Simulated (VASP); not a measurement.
Input of a VASP 6.6.1 run:

The input POSCAR:

```
ZnS
1.0
    0.0000000000      2.8128360000      2.4882780000
    2.8128360000      0.0000000000      2.4882780000
    2.8128360000      2.8128360000      0.0000000000
Zn S
1 1
Direct
    0.0000000000      0.0000000000      0.0000000000
    0.7500000000      0.7500000000      0.7500000000
```

File INCAR.step1:

```
  PREC = Accurate
  ENCUT = 520
  ISMEAR = 0
  SIGMA = 0.05
  LREAL = F
  LASPH = T
  NELM = 100
  NBANDS = 16
  GGA = PE
  ALGO = Normal
  EDIFF = 1E-4
  LWAVE = T
  LCHARG = F
```

The input INCAR.step2:

```
  PREC = Accurate
  ENCUT = 520
  EDIFF = 1E-6
  ISMEAR = 0
  SIGMA = 0.05
  LREAL = F
  LASPH = T
  NELM = 100
  ALGO = Normal
  ISIF = 2
  LWAVE = F
  LCHARG = T
  METAGGA = R2SCAN
  LMIXTAU = T
  LELF = T
  LVHAR = T
  NBANDS = 16
  ISTART = 1
```

The input KPOINTS:

```
regular mesh
0
Gamma
  8 8 8
```

Potentials or basis: VASP PAW PBE potentials, release 64 (Zn, S).

The run is started by

```sh
$ cat potpaw_PBE.64/Zn/POTCAR potpaw_PBE.64/S/POTCAR > POTCAR
$ cp INCAR.step1 INCAR
$ mpirun -np 1 vasp_std > vasp.out
$ cp INCAR.step2 INCAR
$ mpirun -np 1 vasp_std > vasp.out
```

What does it give for the pressure?

-0.8 GPa.

Estimate the band gap on the k mesh.

2.42 eV.

Stress tensor (GPa, compression positive):
```
-2.21  0.00  0.00
 0.00 -2.21  0.00
 0.00  0.00  1.99
```

Caveat: the cell differs from its parent crystal (strain +0.040 along x and y, -0.080 along z); the PAW data sets were made with another functional, which shifts forces and pressure a little.
